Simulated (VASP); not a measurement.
# SiC (Pm-3m) in VASP: further runs

Aim: see how the results for SiC move with the level of theory and the settings. Levels: PBEsol, r2SCAN+rVV10. Tasks: single point, relaxation of cell and atoms.

All numbers are computed with VASP 6.6.1; they aren't measurements. Logs are shortened: lines on timing, memory, paths and dates and some standing lists are left out, and cuts for length are marked.

## 1. The cell of the first run

Symmetry: Pm-3m, No. 221, cubic system. Conventional cell: a = 2.618 Å, b = 2.618 Å, c = 2.618 Å, α = 90.00°, β = 90.00°, γ = 90.00°. Si (site symmetry m-3m) has 8 C at 2.27 Å and 6 Si at 2.62 Å within 3.0 Å. Within 3.0 Å of C (site symmetry m-3m) lie 8 Si at 2.27 Å and 6 C at 2.62 Å.

## 2. Single point, PBEsol

File INCAR:

```
SYSTEM = SiC
PREC = Accurate
ENCUT = 520
EDIFF = 1E-6
ISMEAR = -1
SIGMA = 0.03
LREAL = .FALSE.
LASPH = .TRUE.
NELM = 100
ALGO = Normal
ISIF = 2
LWAVE = .FALSE.
LCHARG = .FALSE.
GGA = PS
NBANDS = 11
```

File KPOINTS:

```
regular mesh
0
G
  8 8 8
  0 0 0
```

File POSCAR:

```
SiC
1.0
    2.6183958437      0.0000000000      0.0000000000
    0.0000000000      2.6183958437      0.0000000000
    0.0000000000      0.0000000000      2.6183958437
Si C
1 1
Direct
    0.0000000000      0.0000000000      0.0000000000
    0.5000000000      0.5000000000      0.5000000000
```

Potentials or basis: VASP PAW PBE potentials, release 64 (Si, C).

The run is started by

```bash
$ cat potpaw_PBE.64/Si/POTCAR potpaw_PBE.64/C/POTCAR > POTCAR
$ mpirun -np 1 vasp_std > vasp.out
```

OUTCAR:

```text
SYSTEM = SiC
   PREC = Accurate
   ENCUT = 520
   EDIFF = 1E-6
   ISMEAR = -1
   LREAL = .FALSE.
   LASPH = .TRUE.
   NELM = 100
   ISIF = 2
   GGA = PS

 ion  position               nearest neighbor table
   1  0.000  0.000  0.000-   2 2.27   2 2.27   2 2.27   2 2.27   2 2.27   2 2.27   2 2.27   2 2.27

   2  0.500  0.500  0.500-   1 2.27   1 2.27   1 2.27   1 2.27   1 2.27   1 2.27   1 2.27   1 2.27

  LATTYP: Found a simple cubic cell.
 ALAT       =     2.6183958437

  Lattice vectors:

 A1 = (   2.6183958437,   0.0000000000,   0.0000000000)
 A2 = (   0.0000000000,   2.6183958437,   0.0000000000)
 A3 = (   0.0000000000,   0.0000000000,   2.6183958437)

Analysis of symmetry for initial positions (statically):
=====================================================================
 Subroutine PRICEL returns:
 Original cell was already a primitive cell.

 Routine SETGRP: Setting up the symmetry group for a
 simple cubic supercell.

 Subroutine GETGRP returns: Found 48 space group operations
 (whereof 48 operations were pure point group operations)
 out of a pool of 48 trial point group operations.

The static configuration has the point symmetry O_h .

Analysis of symmetry for dynamics (positions and initial velocities):
=====================================================================
 Subroutine PRICEL returns:
 Original cell was already a primitive cell.

 Routine SETGRP: Setting up the symmetry group for a
 simple cubic supercell.

 Subroutine GETGRP returns: Found 48 space group operations
 (whereof 48 operations were pure point group operations)
 out of a pool of 48 trial point group operations.

The dynamic configuration has the point symmetry O_h .

 Subroutine INISYM returns: Found 48 space group operations
 (whereof 48 operations are pure point group operations),
 and found     1 'primitive' translations

----------------------------------------------------------------------------------------

                                     Primitive cell

  volume of cell :      17.9517

  direct lattice vectors                    reciprocal lattice vectors
     2.618395844  0.000000000  0.000000000     0.381913225  0.000000000  0.000000000
     0.000000000  2.618395844  0.000000000     0.000000000  0.381913225  0.000000000
     0.000000000  0.000000000  2.618395844     0.000000000  0.000000000  0.381913225

  length of vectors
[... 83 lines left out ...]
   LREAL  =      F    real-space projection
   EDIFFG = 0.1E-04   stopping-criterion for IOM
   NSW    =      0    number of steps for IOM
   IBRION =     -1    ionic relax: 0-MD 1-quasi-New 2-CG
   NFREE  =      0    steps in history (QN), initial steepest desc. (CG)
   ISIF   =      2    stress and relaxation
   ISYM   =      2    0-nonsym 1-usesym 2-fastsym
   POTIM  = 0.5000    time-step for ionic-motion
   TEBEG  =    0.0;   TEEND  =   0.0 temperature during run
   PSTRESS=    0.0 pullay stress
   NELECT =       8.0000    total number of electrons
   NUPDOWN=      -1.0000    fix difference up-down
   EMIN   =  10.00;   EMAX   =-10.00  energy-range for DOS
   EFERMI =   0.00;   METHOD = LEGACY
   ISMEAR =    -1;   SIGMA  =   0.03  broadening in eV -4-tet -1-fermi 0-gaus
   EFERMI_NEDOS =   21; number of points for ismear=-14 and -15
   IALGO  =     38    algorithm
   IMIX   =      4    mixing-type and parameters
     AMIX     =   0.40;   BMIX     =  1.00
     AMIX_MAG =   1.60;   BMIX_MAG =  1.00
  volume/ion in A,a.u.               =       8.98        60.57
  Fermi-wavevector in a.u.,A,eV,Ry     =   1.250459  2.363025 21.274725  1.563648
  Thomas-Fermi vector in A             =   2.384452
   LORBIT       =      0    0 simple, 1 ext, 2 COOP (PROOUT), +10 PAW based schemes
   GGA     = PS    functional components
   LHFCALC =     F    Hartree Fock is set to
   AEXX    =    0.0000 exact exchange contribution
   IVDW    =     0    specifies the selected vdW correction
   LEPSILON=     F    determine dielectric tensor
   LRPA    =     F    only Hartree local field effects (RPA)
 non-spin polarized calculation
  energy-cutoff  :      520.00
  volume of cell :       17.95
 maximum number of plane-waves:       500
 NGX is ok and might be reduce to    20
   NGX =  9   NGY =  9   NGZ =  9

 number of electron       7.9999999 magnetization

 Free energy of the ion-electron system (eV)
  ---------------------------------------------------
  ext. energy  EPLUGINS =         0.00000000
  ---------------------------------------------------
  free energy    TOTEN  =       -11.94807056 eV

  energy without entropy =      -11.94628551  energy(sigma->0) =      -11.94717803

 E-fermi :  11.5173     XC(G=0): -12.5838

 val. band max:       11.4152521000   @ k =   0.2500   0.1250   0.0000
 cond. band min:      11.5509740616   @ k =   0.5000   0.5000   0.3750
 fundamental gap:      0.1357219616
 Fermi energy:        11.5173367878

 k-point     1 :       0.0000    0.0000    0.0000
  band No.  band energies     occupation
      1      -6.3053      2.00000
      2      10.3734      2.00000
      3      10.3734      2.00000
      4      10.3734      2.00000
      5      13.3979      0.00000
      6      16.3740      0.00000
      7      16.3740      0.00000
      8      24.6017      0.00000
      9      24.6017      0.00000
     10      24.6017      0.00000
     11      31.8963      0.00000
[... 309 lines left out ...]
 k-point    24 :       0.5000    0.3750    0.1250
  band No.  band energies     occupation
      1       0.5798      2.00000
      2       2.4167      2.00000
      3       5.3454      2.00000
      4       8.1463      2.00000
      5      12.4411      0.00000
      6      17.1517      0.00000
      7      18.5578      0.00000
      8      21.5264      0.00000
      9      25.6309      0.00000
     10      26.9154      0.00000
     11      27.7031      0.00000

 [... further k-points ...]
[... 5 lines left out ...]
  --------------------------------------------------------------------------------------
  -------------------------------------------------------------------------------------
  Total        0.0407846      0.0407846      0.0407846      0.0000000      0.0000000      0.0000000
  in kB        3.6399919      3.6399919      3.6399919      0.0000000      0.0000000      0.0000000
  external PRESSURE =       3.6399919 kB  Pullay stress =       0.0000000 kB

 VOLUME and BASIS-vectors are now :
 -----------------------------------------------------------------------------
  energy-cutoff  :      520.00
  volume of cell :       17.95
      direct lattice vectors                 reciprocal lattice vectors
     2.618395844  0.000000000  0.000000000     0.381913225  0.000000000  0.000000000
     0.000000000  2.618395844  0.000000000     0.000000000  0.381913225  0.000000000
     0.000000000  0.000000000  2.618395844     0.000000000  0.000000000  0.381913225

 POSITION                                       TOTAL-FORCE (eV/Angst)
 -----------------------------------------------------------------------------------
      0.00000      0.00000      0.00000         0.000000      0.000000      0.000000
      1.30920      1.30920      1.30920         0.000000      0.000000      0.000000
 -----------------------------------------------------------------------------------
    total drift:                                0.000000      0.000000      0.000000

  FREE ENERGIE OF THE ION-ELECTRON SYSTEM (eV)
  ---------------------------------------------------
  free  energy   TOTEN  =       -11.9480705610 eV

  energy  without entropy=      -11.9462855086  energy(sigma->0) =      -11.94717803
```

stdout:

```text
POSCAR found type information on POSCAR SiC
 POSCAR found :  2 types and       2 ions
 scaLAPACK will be used
 -----------------------------------------------------------------------------
|                                                                             |
|                                                                             |
|     You enforced a specific xc type in the INCAR file but a different       |
|     I HOPE YOU KNOW WHAT YOU ARE DOING!                                     |
|                                                                             |
 -----------------------------------------------------------------------------

 LDA part: xc-table for (Slater+PW92), standard interpolation
 POSCAR, INCAR and KPOINTS ok, starting setup
 FFT: planning ... GRIDC
 FFT: planning ... GRID_SOFT
 FFT: planning ... GRID
 WAVECAR not read
 entering main loop
```

It took 3.6 s on 1 thread of Intel Xeon Platinum 8488C (Sapphire Rapids), shared host; peak memory 0.11 GiB.

Results:

```
Free energy            : -11.9481 eV
Pressure               : 0.4 GPa
Band gap on the k mesh : zero (band 4 reaches 12.61 eV, above the bottom of band 5 at 8.69 eV)
```

Caveat: the PAW data sets were made with another functional, which shifts forces and pressure a little.

## 3. Single point, r2SCAN+rVV10

File POSCAR:

```
SiC
1.0
    2.6166524648      0.0000000000      0.0000000000
    0.0000000000      2.6166524648      0.0000000000
    0.0000000000      0.0000000000      2.6166524648
Si C
1 1
Direct
    0.0000000000      0.0000000000      0.0000000000
    0.5000000000      0.5000000000      0.5000000000
```

File INCAR.step1:

```
SYSTEM = SiC
ALGO     = Normal         ! electronic algorithm
EDIFF    = 1E-4           ! SCF threshold, eV
ENCUT    = 520            ! plane-wave cutoff, eV
GGA      = PE             ! functional
ISMEAR   = -1             ! smearing method
LASPH    = .TRUE.         ! aspherical terms in the spheres
LCHARG   = .FALSE.        ! write CHGCAR
LREAL    = .FALSE.        ! projectors in reciprocal space
LWAVE    = .TRUE.         ! write WAVECAR
NBANDS   = 11             ! bands
NELM     = 100            ! most SCF steps
PREC     = Accurate       ! precision mode
SIGMA    = 0.03           ! smearing width, eV
```

File INCAR.step2:

```
SYSTEM = SiC
ALGO     = Normal         ! electronic algorithm
BPARAM   = 11.95        
CPARAM   = 0.0093       
EDIFF    = 1E-6           ! SCF threshold, eV
ENCUT    = 520            ! plane-wave cutoff, eV
ISIF     = 2              ! what is computed and relaxed
ISMEAR   = -1             ! smearing method
ISTART   = 1            
IVDW_NL  = 2            
LASPH    = .TRUE.         ! aspherical terms in the spheres
LCHARG   = .TRUE.         ! write CHGCAR
LELF     = .TRUE.         ! ELF
LMIXTAU  = .TRUE.       
LREAL    = .FALSE.        ! projectors in reciprocal space
LUSE_VDW = .TRUE.       
LVHAR    = .TRUE.       
LWAVE    = .FALSE.        ! write WAVECAR
METAGGA  = R2SCAN         ! meta-GGA
NBANDS   = 11             ! bands
NELM     = 100            ! most SCF steps
PREC     = Accurate       ! precision mode
SIGMA    = 0.03           ! smearing width, eV
```

File KPOINTS:

```
k-points
0
G
  8 8 8
  0 0 0
```

Potentials or basis: VASP PAW PBE potentials, release 64 (Si, C).

The run is started by

```bash
$ cat potpaw_PBE.64/Si/POTCAR potpaw_PBE.64/C/POTCAR > POTCAR
$ cp INCAR.step1 INCAR
$ mpirun -np 1 vasp_std > vasp.out
$ cp INCAR.step2 INCAR
$ mpirun -np 1 vasp_std > vasp.out
```

Run time: 23 s. Hardware: 1 thread of Intel Xeon Platinum 8488C (Sapphire Rapids), shared host; peak memory 0.17 GiB.

The run converged. Its results:

```
Free energy            : -14.5952 eV
Pressure               : 0.3 GPa
Band gap on the k mesh : zero (band 4 reaches 12.75 eV, above the bottom of band 5 at 8.73 eV)
```

Levels at points of the mesh, in eV from the Fermi level:
| k point | band 2 | band 3 | band 4 | band 5 | band 6 | band 7 |
| --- | --- | --- | --- | --- | --- | --- |
| (0.00, 0.00, 0.00) | -1.24 | -1.24 | -1.24 | 2.05 | 5.12 | 5.12 |
| (0.50, 0.00, 0.00) | -12.79 | 0.92 | 0.92 | 5.54 | 7.36 | 8.27 |
| (0.50, 0.50, 0.00) | -8.68 | -8.68 | -5.66 | 2.63 | 9.65 | 9.65 |
| (0.50, 0.50, 0.50) | -4.82 | -4.82 | -4.82 | -1.76 | -1.76 | -1.76 |

Caveat: the PAW data sets were made with another functional, which shifts forces and pressure a little.

## 4. Relaxation of cell and atoms, PBEsol

This run uses another cell than the first one, of 10.31 Å³/atom, 1.149 times its volume.

File INCAR:

```
SYSTEM = SiC
ALGO     = Normal         ! electronic algorithm
EDIFF    = 1E-6           ! SCF threshold, eV
EDIFFG   = -0.01          ! ionic threshold
ENCUT    = 600            ! plane-wave cutoff, eV
GGA      = PS             ! functional
IBRION   = 2              ! ionic algorithm
ISIF     = 3              ! what is computed and relaxed
ISMEAR   = -1             ! smearing method
LASPH    = .True.         ! aspherical terms in the spheres
LCHARG   = .False.        ! write CHGCAR
LREAL    = .False.        ! projectors in reciprocal space
LWAVE    = .False.        ! write WAVECAR
NELM     = 100            ! most SCF steps
NSW      = 100            ! ionic steps
PREC     = Accurate       ! precision mode
SIGMA    = 0.03           ! smearing width, eV
```

File KPOINTS:

```
k-points
0
Gamma
  8 8 8
  0 0 0
```

File POSCAR:

```
SiC
1.0
    2.7425196200      0.0000000000      0.0000000000
    0.0000000000      2.7425196200      0.0000000000
    0.0000000000      0.0000000000      2.7425196200
Si C
1 1
Direct
    0.0000000000      0.0000000000      0.0000000000
    0.5000000000      0.5000000000      0.5000000000
```

The run is started by

```bash
$ cat potpaw_PBE.64/Si/POTCAR potpaw_PBE.64/C/POTCAR > POTCAR
$ mpirun -np 1 vasp_std > vasp.out
```

Run time: 9.1 s. Hardware: 1 thread of Intel Xeon Platinum 8488C (Sapphire Rapids), shared host; peak memory 0.13 GiB.

Results (log left out):

```yaml
Free_energy: -11.9506 eV
Relaxed_volume: 8.99 Å³/atom
Relaxed_cell: a = 2.620 Å, b = 2.620 Å, c = 2.620 Å, α = 90.00°, β = 90.00°, γ = 90.00°
Space_group_after_relaxing_to_0.05_Å: Pm-3m (No. 221)
Energy_gained_by_relaxing: 84.6 meV/atom
Ionic_steps: 5
Pressure_after_relaxing: -0.1 GPa
Band_gap_on_the_k_mesh: zero (band 4 reaches 12.58 eV, above the bottom of band 5 at 8.67 eV)
```

Step by step:
| step | energy change (eV) | largest force (eV/Å) | pressure (GPa) | volume (Å³) |
| --- | --- | --- | --- | --- |
| 1 | 0.0000 | 0.0000 | -18.32 | 20.63 |
| 2 | -0.1534 | 0.0000 | 7.83 | 17.30 |
| 3 | -0.1692 | 0.0000 | -0.24 | 18.00 |
| 4 | -0.1692 | 0.0000 | 0.29 | 17.95 |
| 5 | -0.1692 | 0.0000 | -0.13 | 17.99 |

Final structure:
```cif
data_structure
_symmetry_space_group_name_H-M 'P 1'
_symmetry_Int_Tables_number 1
_cell_length_a 2.6201
_cell_length_b 2.6201
_cell_length_c 2.6201
_cell_angle_alpha 90.000
_cell_angle_beta 90.000
_cell_angle_gamma 90.000
_cell_volume 17.99
loop_
_atom_site_label
_atom_site_type_symbol
_atom_site_fract_x
_atom_site_fract_y
_atom_site_fract_z
_atom_site_occupancy
Si1 Si 0.00000 0.00000 0.00000 1
C1 C 0.50000 0.50000 0.50000 1
```

Levels at points of the mesh, in eV from the Fermi level:
| k point | band 1 | band 2 | band 3 | band 4 | band 5 | band 6 | band 7 | band 8 |
| --- | --- | --- | --- | --- | --- | --- | --- | --- |
| (0.00, 0.00, 0.00) | -17.80 | -1.14 | -1.14 | -1.14 | 1.85 | 4.86 | 4.86 | 13.05 |
| (0.50, 0.00, 0.00) | -13.63 | -12.11 | 0.90 | 0.90 | 5.28 | 6.62 | 7.69 | 7.69 |
| (0.50, 0.50, 0.00) | -9.98 | -8.15 | -8.15 | -5.50 | 2.48 | 8.96 | 8.96 | 11.27 |
| (0.50, 0.50, 0.50) | -6.91 | -4.55 | -4.55 | -4.55 | -1.62 | -1.62 | -1.62 | 0.95 |

Caveat: the PAW data sets were made with another functional, which shifts forces and pressure a little.

## 5. Relaxation of cell and atoms, r2SCAN+rVV10

File POSCAR:

```
SiC
1.0
    2.6183958437      0.0000000000      0.0000000000
    0.0000000000      2.6183958437      0.0000000000
    0.0000000000      0.0000000000      2.6183958437
Si C
1 1
Direct
    0.0000000000      0.0000000000      0.0000000000
    0.5000000000      0.5000000000      0.5000000000
```

File INCAR.step1:

```
SYSTEM = SiC
ALGO = Normal
EDIFF = 1E-4
ENCUT = 600
GGA = PE
ISMEAR = -1
LASPH = .True.
LCHARG = .False.
LREAL = .False.
LWAVE = .True.
NELM = 80
PREC = Accurate
SIGMA = 0.03
```

File INCAR.step2:

```
SYSTEM = SiC
ALGO = Normal
BPARAM = 11.95
CPARAM = 0.0093
EDIFF = 1E-6
EDIFFG = -0.01
ENCUT = 600
IBRION = 2
ISIF = 3
ISMEAR = -1
ISTART = 1
IVDW_NL = 2
LASPH = .True.
LCHARG = .False.
LMIXTAU = .True.
LREAL = .False.
LUSE_VDW = .True.
LWAVE = .False.
METAGGA = R2SCAN
NELM = 80
NSW = 100
PREC = Accurate
SIGMA = 0.03
```

KPOINTS is that of step 4.

The run is started by

```bash
$ cat potpaw_PBE.64/Si/POTCAR potpaw_PBE.64/C/POTCAR > POTCAR
$ cp INCAR.step1 INCAR
$ mpirun -np 1 vasp_std > vasp.out
$ cp INCAR.step2 INCAR
$ mpirun -np 1 vasp_std > vasp.out
```

Wall time 22 s (1 thread of Intel Xeon Platinum 8488C (Sapphire Rapids), shared host); peak memory 0.2 GiB.

Results (log left out):

* Free energy: -14.5961 eV
* Pressure after relaxing: -0.2 GPa
* Band gap on the k mesh: zero (band 4 reaches 12.72 eV, above the bottom of band 5 at 8.70 eV)

Final structure:
```
Si C
1.0
     2.61840    0.00000    0.00000
     0.00000    2.61840    0.00000
     0.00000    0.00000    2.61840
Si C
1 1
Direct
  0.00000 0.00000 0.00000
  0.50000 0.50000 0.50000
```

Levels at points of the mesh, in eV from the Fermi level:
```csv
k point,band 1,band 2,band 3,band 4,band 5,band 6,band 7,band 8
"(0.00, 0.00, 0.00)",-18.94,-1.24,-1.24,-1.24,2.02,5.13,5.13,14.11
"(0.50, 0.00, 0.00)",-14.61,-12.77,0.92,0.92,5.52,7.34,8.25,8.25
"(0.50, 0.50, 0.00)",-10.82,-8.66,-8.66,-5.66,2.62,9.64,9.64,12.21
"(0.50, 0.50, 0.50)",-7.66,-4.81,-4.81,-4.81,-1.75,-1.75,-1.75,1.48
```

Caveat: the relaxation stopped at its first step, so nothing moved; the PAW data sets were made with another functional, which shifts forces and pressure a little.

## 6. Summary

| task | level | cell | cutoff (eV) | gap on the mesh (eV) | pressure (GPa) |
| --- | --- | --- | --- | --- | --- |
| single point | PBEsol | a = 2.618 Å, 2 atoms | 520 | none | 0.4 |
| single point | r2SCAN+rVV10 | a = 2.617 Å, 2 atoms | 520 | none | 0.3 |
| relaxation of cell and atoms | PBEsol | relaxed from a = 2.743 Å, 2 atoms | 600 | none | -0.1 |
| relaxation of cell and atoms | r2SCAN+rVV10 | relaxed from a = 2.618 Å, 2 atoms | 600 | none | -0.2 |

Alike in all rows: potentials or basis VASP PAW PBE potentials, release 64 (Si, C); no spin polarisation; k mesh 8 × 8 × 8; smearing fermi-dirac 0.03 eV.

Caveats: the PAW data sets were made with another functional, which shifts forces and pressure a little; the relaxation stopped at its first step, so nothing moved (some runs).

Absolute energies hang on the potentials; compare differences alone.
